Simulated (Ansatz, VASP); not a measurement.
Ge: VASP beside Ansatz

```
Ge
1.0
     2.71207    0.00000    0.00000
     0.00000    2.71207    0.00000
     0.00000    0.00000    2.71207
Ge
1
Direct
  0.00000 0.00000 0.00000
```

Alike in both runs: task electric field gradients; functional PBE; k mesh 13 × 13 × 13; occupations fermi-dirac, width 0.05 eV; no spin polarisation.

|  | VASP | Ansatz |
| --- | --- | --- |
| version | VASP 6.6.1 | Ansatz 0.2.0 |
| potentials or method | VASP PAW PBE potentials, release 64 (Ge_d), cutoff 520 eV | all-electron PAW with datasets made for the crystal, scalar-relativistic |

```tsv
	VASP	Ansatz	Ansatz less VASP
pressure (GPa)	0.0	0.0	-0.01
```

Ansatz ran all-electron here, and VASP with PAW potentials.
